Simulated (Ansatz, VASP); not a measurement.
Zn in VASP and in Ansatz

File INCAR:

```
PREC = Accurate
ENCUT = 520
EDIFF = 1E-8
ISMEAR = -1
SIGMA = 0.03
LREAL = F
LASPH = T
NELM = 80
ALGO = Normal
ISIF = 2
LWAVE = F
LCHARG = F
GGA = PE
LEFG = T
NBANDS = 19
```

The input KPOINTS:

```
regular mesh
0
Gamma
  18 18 8
```

File POSCAR:

```
Zn
1.0
    2.6424037335      0.0000000000      0.0000000000
   -1.3212018667      2.2883887602      0.0000000000
    0.0000000000      0.0000000000      4.9051291270
Zn
2
Direct
    0.3333333333      0.6666666667      0.2500000000
    0.6666666667      0.3333333333      0.7500000000
```

Input for Ansatz:

```yaml
crystal:
  lattice:
    - [2.6424037335, 0.0, 0.0]
    - [-1.3212018667, 2.2883887602, 0.0]
    - [0.0, 0.0, 4.905129127]
  atoms:
    - { symbol: Zn, position: [0.3333333333, 0.6666666667, 0.25] }
    - { symbol: Zn, position: [0.6666666667, 0.3333333333, 0.75] }
kpoints:
  mp_grid: { grid: [18, 18, 8] }
scf:
  occupations: { method: fermi_dirac, width: 0.03 }
hamiltonian:
  xc: pbe
  pseudopotentials: { kind: paw }
output:
  forces: true
  stress: true
  eigenvalues: true
  efg: { contact_densities: true }
```

Change from the starting cell: volume scaled by 0.975, PAW files.

Alike in both runs: task electric field gradients; functional PBE; k mesh 18 × 18 × 8; occupations fermi-dirac, width 0.03 eV; no spin polarisation.

|  | VASP | Ansatz |
| --- | --- | --- |
| version | VASP 6.6.1 | Ansatz 0.2.0 |
| potentials or method | VASP PAW PBE potentials, release 64 (Zn) | PAW with Ansatz's default frozen-core files, scalar-relativistic |
| plane-wave cutoff (eV) | 520 | 420 |
| valence electrons in the cell | 24 | 24 |

Ansatz gave:

* pressure (GPa): 1.6
* traceless stress, the component that is largest in VASP (GPa): 0.42
* size of Vzz on the site where it differs most (V/Å²): 36.4

Task: Which values does VASP return?

Result: Pressure (GPa): 1.9; traceless stress, the component that is largest in VASP (GPa): 0.27; size of Vzz on the site where it differs most (V/Å²): 36.9.

With one functional, cell and mesh, what is left measures potentials, basis and numerics.
